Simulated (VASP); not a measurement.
CdS (Greenockite):

```
CELL_PARAMETERS angstrom
4.12215 0.00000 0.00000
-2.06107 3.56988 0.00000
0.00000 0.00000 6.69178
ATOMIC_POSITIONS crystal
Cd 0.66667 0.33333 0.50000
Cd 0.33333 0.66667 0.00000
S 0.66667 0.33333 0.87500
S 0.33333 0.66667 0.37500
```

This cell differs from its parent crystal: volume scaled by 0.98.

Base run:

| Item | Value |
| --- | --- |
| Program | VASP 6.6.1 |
| Functional | PBEsol |
| Potentials or basis | VASP PAW PBE potentials, release 64 (Cd, S) |
| Cutoff | 520 eV |
| k mesh | 7 × 7 × 4 |
| Occupations | fermi-dirac, width 0.05 eV |
| Spin | no spin polarisation |

Its results: band gap on the k mesh 1.11 eV, direct; pressure 0.6 GPa; largest force 0.071 eV/Å.

Question: After a change of settings the same cell gave: band gap on the k mesh 1.23 eV, direct; pressure 12.7 GPa; largest force 0.071 eV/Å. Which change was it?
A. functional from PBEsol to RPBE; dispersion from none to D4
B. functional from PBEsol to PBE exchange alone
C. functional from PBEsol to PBE; further incar settings from ALGO = Normal; EDIFF = 1e-07; NBANDS = 26 to ALGO = Normal; EDIFF = 1e-06; NBANDS = 26
D. functional from PBEsol to PBE

Answer: B.

Caveats: the PAW data sets were made with another functional, which shifts forces and pressure a little (some runs).
